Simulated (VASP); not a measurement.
Write the native input for VASP 6.6.1 that does the following.

```
Task                   : single point
Functional             : PBE
Potentials or basis    : VASP PAW PBE potentials, release 64 (Ge_d)
Cutoff                 : 520 eV
k mesh                 : 6 × 6 × 6
Occupations            : fermi-dirac, width 0.02 eV
Spin                   : no spin polarisation
Dipole correction      : no
Further INCAR settings : ALGO = Normal; EDIFF = 1e-06; NBANDS = 21
```

The structure of Ge lies in POSCAR:

```
Ge
1.0
    0.0000000000      2.8218884098      2.8218884098
    2.8218884098      0.0000000000      2.8218884098
    2.8218884098      2.8218884098      0.0000000000
Ge
2
Direct
    0.0000000000      0.0000000000      0.0000000000
    0.2500000000      0.2500000000      0.2500000000
```

This cell differs from its parent crystal: volume changed by -6%.

One way to write it, as run:

INCAR

```
ALGO = Normal ; EDIFF = 1E-6
ENCUT = 520 ; GGA = PE
ISIF = 2 ; ISMEAR = -1
LASPH = T ; LCHARG = F
LREAL = F ; LWAVE = F
NBANDS = 21 ; NELM = 80
PREC = Accurate ; SIGMA = 0.02
```

KPOINTS

```
k-points
0
Gamma
  6 6 6
```

Potentials or basis: VASP PAW PBE potentials, release 64 (Ge_d).

Run with:

```console
$ cat potpaw_PBE.64/Ge_d/POTCAR > POTCAR
$ mpirun -np 1 vasp_std > vasp.out
```

It gave:

| Property | Result |
| --- | --- |
| Pressure | 4.0 GPa |
| Band gap on the k mesh | 0.10 eV, direct |

It took 17 s on 1 thread of AMD EPYC 7R13, with other jobs on the host, peak memory 0.13 GiB.
